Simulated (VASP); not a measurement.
Write the native input for VASP 6.6.1 that does the following.

```
Task                   : single point
Functional             : PBE
Potentials or basis    : VASP PAW PBE potentials, release 64 (Al, Fe, B)
Cutoff                 : 520 eV
k mesh                 : 4 × 4 × 4
Occupations            : gaussian, width 0.1 eV
Spin                   : collinear spin, ferromagnetic start
Starting moments       : [0.0, 4.0, 4.0, 4.0, 0.0] μB
Dipole correction      : no
Further INCAR settings : ALGO = Fast; EDIFF = 1e-06; NBANDS = 27
```

The structure of AlFe3B lies in POSCAR:

```
AlFe3B
1.0
    3.8223220000      0.0000000000      0.0000000000
    0.0000000000      3.8223220000      0.0000000000
    0.0000000000      0.0000000000      3.8223220000
Al Fe B
1 3 1
Direct
    0.5000000000      0.5000000000      0.5000000000
    0.5000000000      0.0000000000      0.0000000000
    0.0000000000      0.5000000000      0.0000000000
    0.0000000000      0.0000000000      0.5000000000
    0.0000000000      0.0000000000      0.0000000000
```

One way to write it, as run:

INCAR

```
PREC = Accurate ; ENCUT = 520
EDIFF = 1E-6 ; ISMEAR = 0
SIGMA = 0.1 ; LREAL = F
LASPH = T ; NELM = 150
ALGO = Fast ; ISIF = 2
LWAVE = F ; LCHARG = T
ISPIN = 2 ; MAGMOM = 0 4 4 4 0
LORBIT = 11 ; LMAXMIX = 4
GGA = PE ; LELF = T
LVHAR = T ; NBANDS = 27
```

KPOINTS

```
regular mesh
0
Gamma
  4 4 4
```

Potentials or basis: VASP PAW PBE potentials, release 64 (Al, Fe, B).

Launch:

```sh
$ cat potpaw_PBE.64/Al/POTCAR potpaw_PBE.64/Fe/POTCAR potpaw_PBE.64/B/POTCAR > POTCAR
$ mpirun -np 1 vasp_std > vasp.out
```

Results of the run:

```
Pressure                                              : -0.8 GPa
Net moment                                            : 4.13 μB per cell
Site moments                                          : Al -0.07; Fe +1.49; B -0.13 μB
Valence electrons inside the program's atomic spheres : Al 0.74; Fe 7.45; B 2.13
```

Caveat: the k points lie up to 0.41 Å⁻¹ apart.

Run time: 69 s on 1 thread of AMD EPYC 7R13 (shared host), peak memory 0.15 GiB.
